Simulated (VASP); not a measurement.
A run of VASP 6.6.1 is set up as follows.

Contents of INCAR:

```
SYSTEM = Sb
PREC = Accurate
ENCUT = 520
EDIFF = 1E-6
ISMEAR = 0
SIGMA = 0.1
LREAL = .False.
LASPH = .True.
NELM = 80
ALGO = Normal
ISIF = 2
LWAVE = .False.
LCHARG = .True.
GGA = PE
LELF = .True.
LVHAR = .True.
NBANDS = 8
```

Contents of KPOINTS:

```
Automatic mesh
0
Gamma
  18 18 18
  0 0 0
```

POSCAR

```
Sb
1.0
    2.1545355111      1.2439216573      1.7577123200
   -2.1545355111      1.2439216573      1.7577123200
    0.0000000000     -2.4878433147      1.7577123200
Sb
1
Direct
    0.5000000000      0.5000000000      0.5000000000
```

Potentials or basis: VASP PAW PBE potentials, release 64 (Sb).

The run is started by

```console
$ cat potpaw_PBE.64/Sb/POTCAR > POTCAR
$ mpirun -np 1 vasp_std > vasp.out
```

Q: Estimate the pressure.

A: 4.0 GPa.
